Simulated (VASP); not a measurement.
## Al36H: single point with PBE+D3(BJ)

Al36H, a slab with vacuum:

```
CELL_PARAMETERS angstrom
5.62884 0.00000 0.00000
-2.81442 4.87472 0.00000
0.00000 0.00000 35.90736
ATOMIC_POSITIONS crystal
Al 0.16667 0.33333 0.11140
Al 0.16667 0.83333 0.11140
Al 0.66667 0.33333 0.11140
Al 0.66667 0.83333 0.11140
Al 0.00000 0.00000 0.17574
Al 0.00000 0.50000 0.17574
Al 0.50000 0.00000 0.17574
Al 0.50000 0.50000 0.17574
Al 0.33333 0.16667 0.24008
Al 0.33333 0.66667 0.24008
Al 0.83333 0.16667 0.24008
Al 0.83333 0.66667 0.24008
Al 0.00000 0.00000 0.30442
Al 0.00000 0.50000 0.30442
Al 0.50000 0.00000 0.30442
Al 0.50000 0.50000 0.30442
Al 0.16667 0.33333 0.36825
Al 0.16667 0.83333 0.36825
Al 0.66667 0.33333 0.36825
Al 0.66667 0.83333 0.36825
Al 0.00000 0.00000 0.43207
Al 0.00000 0.50000 0.43207
Al 0.50000 0.00000 0.43207
Al 0.50000 0.50000 0.43207
Al 0.33333 0.16667 0.49678
Al 0.33333 0.66667 0.49678
Al 0.83333 0.16667 0.49678
Al 0.83333 0.66667 0.49678
Al 0.00000 0.00000 0.56112
Al 0.00000 0.50000 0.56112
Al 0.50000 0.00000 0.56112
Al 0.50000 0.50000 0.56112
Al 0.16667 0.33333 0.62682
Al 0.16667 0.83333 0.62682
Al 0.66667 0.33333 0.62682
Al 0.66667 0.83333 0.62682
H 0.33333 0.66667 0.69644
```

* Program: VASP 6.6.1
* Task: single point
* Functional: PBE
* Dispersion: D3(BJ)
* Potentials or basis: VASP PAW PBE potentials, release 64 (Al, H)
* Cutoff: 520 eV
* k mesh: 6 × 6 × 1
* Occupations: gaussian, width 0.1 eV
* Spin: no spin polarisation

```yaml
Largest_force: 1.262 eV/Å
Band_gap_on_the_k_mesh: zero (an odd number of electrons rules out a gap without spin polarisation)
Dispersion_energy_per_atom: -0.305 eV
```

Forces on the atoms (eV/Å):
```
Al   0.000  0.027 -0.106
Al   0.023 -0.013 -0.106
Al   0.000  0.000 -0.109
Al  -0.023 -0.013 -0.106
Al   0.000  0.000  0.123
Al   0.043  0.025  0.122
Al   0.000 -0.049  0.122
Al  -0.043  0.025  0.122
Al   0.007  0.004 -0.025
Al   0.000  0.000 -0.038
Al  -0.007  0.004 -0.025
Al   0.000 -0.008 -0.025
Al   0.000  0.000 -0.014
Al   0.038  0.022  0.024
Al   0.000 -0.044  0.024
Al  -0.038  0.022  0.024
Al   0.000  0.027  0.013
Al   0.023 -0.013  0.013
Al   0.000  0.000 -0.036
Al  -0.023 -0.013  0.013
Al   0.000  0.000 -0.007
Al   0.025  0.014  0.023
Al   0.000 -0.029  0.023
Al  -0.025  0.014  0.023
Al  -0.005 -0.003 -0.001
Al   0.000  0.000 -0.079
Al   0.005 -0.003 -0.001
Al   0.000  0.006 -0.001
Al   0.000  0.000 -0.040
Al  -0.007 -0.004  0.018
Al   0.000  0.008  0.018
Al   0.007 -0.004  0.018
Al   0.000  0.055  0.418
Al   0.048 -0.028  0.418
Al   0.000  0.000  0.005
Al  -0.048 -0.028  0.418
H    0.000  0.000 -1.262
```

Levels at points of the mesh, in eV from the Fermi level:
| k point | band 52 | band 53 | band 54 | band 55 | band 56 | band 57 | band 58 | band 59 |
| --- | --- | --- | --- | --- | --- | --- | --- | --- |
| (0.00, 0.00, 0.00) | -1.28 | -1.28 | -1.25 | -0.63 | -0.55 | -0.55 | -0.52 | -0.46 |
| (0.50, 0.00, 0.00) | -0.14 | -0.11 | -0.08 | -0.03 | 0.27 | 0.43 | 0.44 | 0.54 |

It took 20 min on 1 thread of Intel(R) Xeon(R) 6975P-C (Granite Rapids), with other jobs on the host, peak memory 1 GiB.
